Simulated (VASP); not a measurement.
Write the native input for VASP 6.6.1 that does the following.

| Item | Value |
| --- | --- |
| Task | single point |
| Functional | PBE |
| Potentials or basis | VASP PAW PBE potentials, release 64 (Co) |
| Cutoff | 520 eV |
| k mesh | 12 × 12 × 12 |
| Occupations | gaussian, width 0.15 eV |
| Spin | collinear spin, ferromagnetic start |
| Starting moments | [2.05, 2.05, 1.96, 1.96, 1.96, 1.96] μB |
| Dipole correction | no |
| Further INCAR settings | ALGO = Normal; EDIFF = 1e-06; NBANDS = 40 |

The structure of Co lies in POSCAR:

```
Co
1.0
    0.0000000000      3.2556875577      3.2556875577
    3.2556875577      0.0000000000      3.2556875577
    3.2556875577      3.2556875577      0.0000000000
Co
6
Direct
    0.2500000000      0.2500000000      0.2500000000
    0.0000000000      0.0000000000      0.0000000000
    0.6250000000      0.6250000000      0.1250000000
    0.6250000000      0.1250000000      0.6250000000
    0.1250000000      0.6250000000      0.6250000000
    0.6250000000      0.6250000000      0.6250000000
```

This isn't the form of Co at room conditions, which is hcp.

One way to write it, as run:

INCAR

```
SYSTEM = Co
PREC = Accurate
ENCUT = 520
EDIFF = 1E-6
ISMEAR = 0
SIGMA = 0.15
LREAL = .FALSE.
LASPH = .TRUE.
NELM = 150
ALGO = Normal
ISIF = 2
LWAVE = .FALSE.
LCHARG = .FALSE.
ISPIN = 2
MAGMOM = 2.05 2.05 1.96 1.96 1.96 1.96
LORBIT = 11
LMAXMIX = 4
GGA = PE
NBANDS = 40
```

KPOINTS

```
Automatic mesh
0
G
  12 12 12
  0 0 0
```

Potentials or basis: VASP PAW PBE potentials, release 64 (Co).

The run is started by

```bash
$ cat potpaw_PBE.64/Co/POTCAR > POTCAR
$ mpirun -np 1 vasp_std > vasp.out
```

It gave:

```
Pressure                                              : -0.7 GPa
Net moment                                            : 10.35 μB per cell
Site moments                                          : Co +1.81, +1.72 (each value once) μB
Valence electrons inside the program's atomic spheres : Co 7.95, 8.37 (each value once)
```

Wall time 6.9 min on 1 thread of Intel(R) Xeon(R) Platinum 8488C (Sapphire Rapids), with other jobs on the host, peak memory 0.41 GiB.
